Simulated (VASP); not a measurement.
# Ag3Au (Pm-3m) in VASP: notebook

Ag3Au is run at these levels: LDA; tasks: single point, relaxation of cell and atoms.

Everything below comes from runs of VASP 6.6.1. Logs are shortened: lines on timing, memory, paths and dates and some standing lists are left out, and cuts for length are marked.

**1. The cell of the first run**

The structure is cubic, space group Pm-3m (No. 221). Conventional cell: a = 4.006 Å, b = 4.006 Å, c = 4.006 Å, α = 90.00°, β = 90.00°, γ = 90.00°. Au (site symmetry m-3m) has 12 Ag at 2.83 Å within 3.7 Å. Ag (site symmetry 4/mmm) has 4 Au at 2.83 Å and 8 Ag at 2.83 Å within 3.7 Å.

**2. Single point, LDA**

Contents of INCAR:

```
PREC     = Accurate       # precision mode
ENCUT    = 520            # plane-wave cutoff, eV
EDIFF    = 1E-7           # SCF threshold, eV
ISMEAR   = -1             # smearing method
SIGMA    = 0.1            # smearing width, eV
LREAL    = F              # projectors in reciprocal space
LASPH    = T              # aspherical terms in the spheres
NELM     = 80             # most SCF steps
ALGO     = Normal         # electronic algorithm
ISIF     = 2              # what is computed and relaxed
LWAVE    = F              # write WAVECAR
LCHARG   = T              # write CHGCAR
LELF     = T              # ELF
LVHAR    = T            
NBANDS   = 30             # bands
```

Contents of KPOINTS:

```
Automatic mesh
0
Gamma
  4 4 4
```

Contents of POSCAR:

```
Ag3Au
1.0
    4.0062684534      0.0000000000      0.0000000000
    0.0000000000      4.0062684534      0.0000000000
    0.0000000000      0.0000000000      4.0062684534
Au Ag
1 3
Direct
    0.0000000000      0.0000000000      0.0000000000
    0.0000000000      0.5000000000      0.5000000000
    0.5000000000      0.0000000000      0.5000000000
    0.5000000000      0.5000000000      0.0000000000
```

Potentials or basis: VASP PAW LDA potentials, release 64 (Au, Ag).

Command:

```console
$ cat potpaw_LDA.64/Au/POTCAR potpaw_LDA.64/Ag/POTCAR > POTCAR
$ mpirun -np 1 vasp_std > vasp.out
```

OUTCAR:

```text
PREC = Accurate
   ENCUT = 520
   EDIFF = 1E-7
   ISMEAR = -1
   LREAL = F
   LASPH = T
   NELM = 80
   ISIF = 2

 ion  position               nearest neighbor table
   1  0.000  0.000  0.000-   2 2.83   3 2.83   4 2.83   2 2.83   3 2.83   2 2.83   4 2.83   2 2.83
                             3 2.83   4 2.83   3 2.83   4 2.83
   2  0.000  0.500  0.500-   1 2.83   3 2.83   4 2.83   1 2.83   4 2.83   1 2.83   3 2.83   1 2.83
                             3 2.83   4 2.83   4 2.83   3 2.83
   3  0.500  0.000  0.500-   1 2.83   2 2.83   4 2.83   1 2.83   4 2.83   2 2.83   4 2.83   4 2.83
                             1 2.83   2 2.83   1 2.83   2 2.83
   4  0.500  0.500  0.000-   1 2.83   2 2.83   3 2.83   2 2.83   3 2.83   1 2.83   3 2.83   3 2.83
                             1 2.83   2 2.83   2 2.83   1 2.83

  LATTYP: Found a simple cubic cell.
 ALAT       =     4.0062684534

  Lattice vectors:

 A1 = (   4.0062684534,   0.0000000000,   0.0000000000)
 A2 = (   0.0000000000,   4.0062684534,   0.0000000000)
 A3 = (   0.0000000000,   0.0000000000,   4.0062684534)

Analysis of symmetry for initial positions (statically):
=====================================================================
 Subroutine PRICEL returns:
 Original cell was already a primitive cell.

 Routine SETGRP: Setting up the symmetry group for a
 simple cubic supercell.

 Subroutine GETGRP returns: Found 48 space group operations
 (whereof 48 operations were pure point group operations)
 out of a pool of 48 trial point group operations.

The static configuration has the point symmetry O_h .

Analysis of symmetry for dynamics (positions and initial velocities):
=====================================================================
 Subroutine PRICEL returns:
 Original cell was already a primitive cell.

 Routine SETGRP: Setting up the symmetry group for a
 simple cubic supercell.

 Subroutine GETGRP returns: Found 48 space group operations
 (whereof 48 operations were pure point group operations)
 out of a pool of 48 trial point group operations.

The dynamic configuration has the point symmetry O_h .

 Subroutine INISYM returns: Found 48 space group operations
 (whereof 48 operations are pure point group operations),
 and found     1 'primitive' translations

----------------------------------------------------------------------------------------

                                     Primitive cell

  volume of cell :      64.3014

  direct lattice vectors                    reciprocal lattice vectors
     4.006268453  0.000000000  0.000000000     0.249608835  0.000000000  0.000000000
     0.000000000  4.006268453  0.000000000     0.000000000  0.249608835  0.000000000
     0.000000000  0.000000000  4.006268453     0.000000000  0.000000000  0.249608835

  length of vectors
     4.006268453  4.006268453  4.006268453     0.249608835  0.249608835  0.249608835

  position of ions in fractional coordinates (direct lattice)
     0.000000000  0.000000000  0.000000000
     0.000000000  0.500000000  0.500000000
     0.500000000  0.000000000  0.500000000
     0.500000000  0.500000000  0.000000000

  ion indices of the primitive-cell ions
   primitive index   ion index
                 1           1
                 2           2
                 3           3
                 4           4

----------------------------------------------------------------------------------------

 KPOINTS: Automatic mesh

Automatic generation of k-mesh.
 Grid dimensions read from file:
 generate k-points for:    4    4    4

 Generating k-lattice:

  Cartesian coordinates                     Fractional coordinates (reciprocal lattice)
     0.062402209  0.000000000  0.000000000     0.250000000  0.000000000  0.000000000
     0.000000000  0.062402209  0.000000000     0.000000000  0.250000000  0.000000000
     0.000000000  0.000000000  0.062402209     0.000000000  0.000000000  0.250000000

  Length of vectors
     0.062402209  0.062402209  0.062402209

  Shift w.r.t. Gamma in fractional coordinates (k-lattice)
     0.000000000  0.000000000  0.000000000

 Subroutine IBZKPT returns following result:
 ===========================================

 Found     10 irreducible k-points:

 Following reciprocal coordinates:
            Coordinates               Weight
  0.000000  0.000000  0.000000      1.000000
  0.250000  0.000000  0.000000      6.000000
  0.500000  0.000000  0.000000      3.000000
  0.250000  0.250000  0.000000     12.000000
  0.500000  0.250000  0.000000     12.000000
  0.500000  0.500000  0.000000      3.000000
  0.250000  0.250000  0.250000      8.000000
  0.500000  0.250000  0.250000     12.000000
  0.500000  0.500000  0.250000      6.000000
  0.500000  0.500000  0.500000      1.000000
   k-points           NKPTS =     10   k-points in BZ     NKDIM =     10   number of bands    NBANDS=     30
   number of dos      NEDOS =    301   number of ions     NIONS =      4
   total plane-waves  NPLWV =  27000
   dimension x,y,z NGX =    30 NGY =   30 NGZ =   30
   dimension x,y,z NGXF=    60 NGYF=   60 NGZF=   60
   ions per type =               1   3
   NGX,Y,Z   is equivalent  to a cutoff of  12.45, 12.45, 12.45 a.u.
   NGXF,Y,Z  is equivalent  to a cutoff of  24.90, 24.90, 24.90 a.u.
 SYSTEM =  unknown system
   PREC   = accura    normal or accurate (medium, high low for compatibility)
   ISTART =      0    job   : 0-new  1-cont  2-samecut
   ICHARG =      2    charge: 1-file 2-atom 10-const
   ISPIN  =      1    spin polarized calculation?
   LNONCOLLINEAR =      F non collinear calculations
   LSORBIT =      F    spin-orbit coupling
   LASPH  =      T    aspherical Exc in radial PAW
   ENCUT  =  520.0 eV  38.22 Ry    6.18 a.u.   7.45  7.45  7.45*2*pi/ulx,y,z
   NELM   =     80;   NELMIN=  2; NELMDL= -5     # of ELM steps
   EDIFF  = 0.1E-06   stopping-criterion for ELM
   LREAL  =      F    real-space projection
   EDIFFG = 0.1E-05   stopping-criterion for IOM
   NSW    =      0    number of steps for IOM
   IBRION =     -1    ionic relax: 0-MD 1-quasi-New 2-CG
   NFREE  =      0    steps in history (QN), initial steepest desc. (CG)
   ISIF   =      2    stress and relaxation
   ISYM   =      2    0-nonsym 1-usesym 2-fastsym
   POTIM  = 0.5000    time-step for ionic-motion
   TEBEG  =    0.0;   TEEND  =   0.0 temperature during run
   PSTRESS=    0.0 pullay stress
   NELECT =      44.0000    total number of electrons
   NUPDOWN=      -1.0000    fix difference up-down
   EMIN   =  10.00;   EMAX   =-10.00  energy-range for DOS
   EFERMI =   0.00;   METHOD = LEGACY
   ISMEAR =    -1;   SIGMA  =   0.10  broadening in eV -4-tet -1-fermi 0-gaus
   EFERMI_NEDOS =   21; number of points for ismear=-14 and -15
   IALGO  =     38    algorithm
   IMIX   =      4    mixing-type and parameters
     AMIX     =   0.40;   BMIX     =  1.00
     AMIX_MAG =   1.60;   BMIX_MAG =  1.00
  volume/ion in A,a.u.               =      16.08       108.48
  Fermi-wavevector in a.u.,A,eV,Ry     =   1.442621  2.726159 28.315850  2.081156
  Thomas-Fermi vector in A             =   2.561121
   LORBIT       =      0    0 simple, 1 ext, 2 COOP (PROOUT), +10 PAW based schemes
   GGA     = CA    functional components
   LHFCALC =     F    Hartree Fock is set to
   AEXX    =    0.0000 exact exchange contribution
   IVDW    =     0    specifies the selected vdW correction
   LEPSILON=     F    determine dielectric tensor
   LRPA    =     F    only Hartree local field effects (RPA)
 non-spin polarized calculation
  energy-cutoff  :      520.00
  volume of cell :       64.30
 maximum number of plane-waves:      1750
 NGX is ok and might be reduce to    30
   NGX = 15   NGY = 15   NGZ = 15

 number of electron      43.9999973 magnetization

 Free energy of the ion-electron system (eV)
  ---------------------------------------------------
  ext. energy  EPLUGINS =         0.00000000
  ---------------------------------------------------
  free energy    TOTEN  =       -15.93622172 eV

  energy without entropy =      -15.88451327  energy(sigma->0) =      -15.91036750

 E-fermi :   9.3390     XC(G=0): -13.0364

 val. band max:        9.2048980294   @ k =   0.5000   0.5000   0.2500
 cond. band min:       9.4299823041   @ k =   0.5000   0.5000   0.0000
 fundamental gap:      0.2250842746
 Fermi energy:         9.3389710313

 k-point     1 :       0.0000    0.0000    0.0000
  band No.  band energies     occupation
      1       0.4039      2.00000
      2       2.2883      2.00000
      3       2.2883      2.00000
      4       2.3662      2.00000
      5       2.5004      2.00000
      6       2.5004      2.00000
[... 22 lines left out ...]
     29      19.9035      0.00000
     30      19.9035      0.00000

 k-point     2 :       0.2500    0.0000    0.0000
  band No.  band energies     occupation
      1       1.0783      2.00000
      2       2.5833      2.00000
      3       2.6615      2.00000
      4       2.7328      2.00000
      5       2.7336      2.00000
      6       2.8680      2.00000
[... 22 lines left out ...]
     29      18.6688      0.00000
     30      19.1228      0.00000

 k-point     3 :       0.5000    0.0000    0.0000
  band No.  band energies     occupation
      1       2.2444      2.00000
      2       2.8668      2.00000
      3       3.1740      2.00000
      4       3.2607      2.00000
      5       3.2887      2.00000
      6       3.3871      2.00000
[... 22 lines left out ...]
     29      17.7779      0.00000
     30      18.6446      0.00000

 k-point     4 :       0.2500    0.2500    0.0000
  band No.  band energies     occupation
      1       1.6675      2.00000
      2       2.8347      2.00000
      3       2.9958      2.00000
      4       2.9987      2.00000
      5       3.0456      2.00000
      6       3.0686      2.00000
[... 154 lines left out ...]
     29      22.0562      0.00000
     30      22.0570      0.00000

 k-point     9 :       0.5000    0.5000    0.2500
  band No.  band energies     occupation
      1       2.3858      2.00000
      2       2.7225      2.00000
      3       2.7404      2.00000
      4       2.7404      2.00000
      5       4.1509      2.00000
      6       4.1509      2.00000
[... 22 lines left out ...]
     29      23.4980      0.00000
     30      23.5274      0.00000

 k-point    10 :       0.5000    0.5000    0.5000
  band No.  band energies     occupation
      1       2.0205      2.00000
      2       2.3611      2.00000
      3       2.3611      2.00000
      4       2.3611      2.00000
      5       4.2672      2.00000
      6       4.2672      2.00000
[... 22 lines left out ...]
     29      24.2933      0.00000
     30      24.3015      0.00000

------------------------ aborting loop because EDIFF is reached ----------------------------------------

  FORCE on cell =-STRESS in cart. coord.  units (eV):
  Direction    XX          YY          ZZ          XY          YZ          ZX
  --------------------------------------------------------------------------------------
  -------------------------------------------------------------------------------------
  Total        0.1042901      0.1042901      0.1042901      0.0000000      0.0000000     -0.0000000
  in kB        2.5985645      2.5985645      2.5985645      0.0000000      0.0000000     -0.0000000
  external PRESSURE =       2.5985645 kB  Pullay stress =       0.0000000 kB

 VOLUME and BASIS-vectors are now :
 -----------------------------------------------------------------------------
  energy-cutoff  :      520.00
  volume of cell :       64.30
      direct lattice vectors                 reciprocal lattice vectors
     4.006268453  0.000000000  0.000000000     0.249608835  0.000000000  0.000000000
     0.000000000  4.006268453  0.000000000     0.000000000  0.249608835  0.000000000
     0.000000000  0.000000000  4.006268453     0.000000000  0.000000000  0.249608835

 POSITION                                       TOTAL-FORCE (eV/Angst)
 -----------------------------------------------------------------------------------
      0.00000      0.00000      0.00000         0.000000      0.000000      0.000000
      0.00000      2.00313      2.00313         0.000000      0.000000      0.000000
      2.00313      0.00000      2.00313         0.000000      0.000000      0.000000
      2.00313      2.00313      0.00000         0.000000      0.000000      0.000000
 -----------------------------------------------------------------------------------
    total drift:                                0.000000      0.000000     -0.000000

  FREE ENERGIE OF THE ION-ELECTRON SYSTEM (eV)
  ---------------------------------------------------
  free  energy   TOTEN  =       -15.9362217200 eV

  energy  without entropy=      -15.8845132740  energy(sigma->0) =      -15.91036750
```

Wall time 20 s (1 thread of Intel Xeon 8259CL, shared host); peak memory 0.16 GiB.

What came out:

```yaml
Free_energy: -15.9362 eV
Pressure: 0.3 GPa
Band_gap_on_the_k_mesh: zero (bands 22 and 23 overlap by 2.11 eV)
```

Levels at points of the mesh, in eV from the Fermi level:
```
           k point  band 20  band 21  band 22  band 23  band 24  band 25
(0.00, 0.00, 0.00)    -2.21    -2.21     1.30     1.30     1.30     5.86
(0.50, 0.00, 0.00)    -3.09    -2.75    -2.21     5.96     5.96     6.29
(0.50, 0.50, 0.00)    -3.59    -0.86    -0.60    -0.60     0.09     9.16
(0.50, 0.50, 0.50)    -2.57    -0.81    -0.81    -0.81    -0.71     2.26
```

Caveat: the k points lie up to 0.39 Å⁻¹ apart, too coarse for converged energies and pressures of a metal; spin-orbit coupling is left out, which moves the levels of the heavy elements.

**3. Single point, LDA**

This run uses another cell than the first one, of 16.21 Å³/atom.

Contents of INCAR:

```
SYSTEM = Ag3Au
  PREC = Accurate
  ENCUT = 520
  EDIFF = 1E-6
  ISMEAR = -1
  SIGMA = 0.1
  LREAL = .False.
  LASPH = .True.
  NELM = 100
  ALGO = Normal
  ISIF = 2
  LWAVE = .False.
  LCHARG = .False.
  NBANDS = 30
```

Contents of KPOINTS:

```
Automatic mesh
0
Gamma
  5 5 5
  0 0 0
```

Contents of POSCAR:

```
Ag3Au
1.0
    4.0173679050      0.0000000000      0.0000000000
    0.0000000000      4.0173679050      0.0000000000
    0.0000000000      0.0000000000      4.0173679050
Au Ag
1 3
Direct
    0.0000000000      0.0000000000      0.0000000000
    0.0000000000      0.5000000000      0.5000000000
    0.5000000000      0.0000000000      0.5000000000
    0.5000000000      0.5000000000      0.0000000000
```

Potentials or basis: VASP PAW LDA potentials, release 64 (Au, Ag).

Command:

```console
$ cat potpaw_LDA.64/Au/POTCAR potpaw_LDA.64/Ag/POTCAR > POTCAR
$ mpirun -np 1 vasp_std > vasp.out
```

Wall time 18 s (1 thread of Intel Xeon 8259CL, shared host); peak memory 0.16 GiB.

Results (log left out):

| Quantity | Value |
| --- | --- |
| Free energy | -15.8774 eV |
| Pressure | 0.3 GPa |
| Band gap on the k mesh | zero (bands 22 and 23 overlap by 1.65 eV) |

Levels at points of the mesh, in eV from the Fermi level:
```csv
k point,band 20,band 21,band 22,band 23,band 24,band 25
"(0.00, 0.00, 0.00)",-2.02,-2.02,1.46,1.46,1.46,5.96
```

Caveat: spin-orbit coupling is left out, which moves the levels of the heavy elements.

**4. Relaxation of cell and atoms, LDA**

Contents of INCAR:

```
ALGO     = Normal         # electronic algorithm
EDIFF    = 1E-6           # SCF threshold, eV
EDIFFG   = -0.02          # ionic threshold
ENCUT    = 600            # plane-wave cutoff, eV
IBRION   = 2              # ionic algorithm
ISIF     = 3              # what is computed and relaxed
ISMEAR   = -1             # smearing method
LASPH    = True           # aspherical terms in the spheres
LCHARG   = False          # write CHGCAR
LREAL    = False          # projectors in reciprocal space
LWAVE    = False          # write WAVECAR
NELM     = 100            # most SCF steps
NSW      = 80             # ionic steps
PREC     = Accurate       # precision mode
SIGMA    = 0.1            # smearing width, eV
```

Contents of KPOINTS:

```
k-points
0
Gamma
  5 5 5
```

Contents of POSCAR:

```
Ag3Au
1.0
    4.0062684534      0.0000000000      0.0000000000
    0.0000000000      4.0062684534      0.0000000000
    0.0000000000      0.0000000000      4.0062684534
Au Ag
1 3
Direct
    0.0000000000      0.0000000000      0.0000000000
    0.0000000000      0.5000000000      0.5000000000
    0.5000000000      0.0000000000      0.5000000000
    0.5000000000      0.5000000000      0.0000000000
```

Command:

```console
$ cat potpaw_LDA.64/Au/POTCAR potpaw_LDA.64/Ag/POTCAR > POTCAR
$ mpirun -np 1 vasp_std > vasp.out
```

Run time: 34 s. Hardware: 1 thread of Intel Xeon 8259CL, shared host; peak memory 0.17 GiB.

It converged, with:

| Property | Result |
| --- | --- |
| Free energy | -15.8762 eV |
| Relaxed volume | 16.24 Å³/atom |
| Relaxed cell | a = 4.020 Å, b = 4.020 Å, c = 4.020 Å, α = 90.00°, β = 90.00°, γ = 90.00° |
| Space group after relaxing (to 0.1 Å) | Pm-3m (No. 221) |
| Energy gained by relaxing | 0.8 meV/atom |
| Ionic steps | 3 |
| Pressure after relaxing | 0.0 GPa |
| Band gap on the k mesh | zero (bands 22 and 23 overlap by 1.65 eV) |

The path:
| step | energy change (eV) | largest force (eV/Å) | pressure (GPa) | volume (Å³) |
| --- | --- | --- | --- | --- |
| 1 | 0.0000 | 0.0000 | 1.53 | 64.30 |
| 2 | 0.0011 | 0.0000 | -1.70 | 65.74 |
| 3 | -0.0031 | 0.0000 | -0.02 | 64.96 |

Final structure:
```cif
data_structure
_symmetry_space_group_name_H-M 'P 1'
_symmetry_Int_Tables_number 1
_cell_length_a 4.0199
_cell_length_b 4.0199
_cell_length_c 4.0199
_cell_angle_alpha 90.000
_cell_angle_beta 90.000
_cell_angle_gamma 90.000
_cell_volume 64.96
loop_
_atom_site_label
_atom_site_type_symbol
_atom_site_fract_x
_atom_site_fract_y
_atom_site_fract_z
_atom_site_occupancy
Au1 Au 0.00000 0.00000 0.00000 1
Ag1 Ag 0.00000 0.50000 0.50000 1
Ag2 Ag 0.50000 0.00000 0.50000 1
Ag3 Ag 0.50000 0.50000 0.00000 1
```

Levels at points of the mesh, in eV from the Fermi level:
```tsv
k point	band 20	band 21	band 22	band 23	band 24	band 25
(0.00, 0.00, 0.00)	-2.02	-2.02	1.46	1.46	1.46	5.94
```

Caveat: spin-orbit coupling is left out, which moves the levels of the heavy elements.

**5. The runs side by side**

| task | cell | k mesh | cutoff (eV) | gap on the mesh (eV) | pressure (GPa) |
| --- | --- | --- | --- | --- | --- |
| single point | a = 4.006 Å, 4 atoms | 4 × 4 × 4 | 520 | none | 0.3 |
| single point | a = 4.017 Å, 4 atoms | 5 × 5 × 5 | 520 | none | 0.3 |
| relaxation of cell and atoms | relaxed from a = 4.006 Å, 4 atoms | 5 × 5 × 5 | 600 | none | 0.0 |

Alike in all rows: level LDA; potentials or basis VASP PAW LDA potentials, release 64 (Au, Ag); no spin polarisation; smearing fermi-dirac 0.1 eV.

Caveats: some runs use coarse meshes; spin-orbit coupling is left out, which moves the levels of the heavy elements.

Total energies depend on the potentials used, so only differences within one code and one set of settings carry meaning.
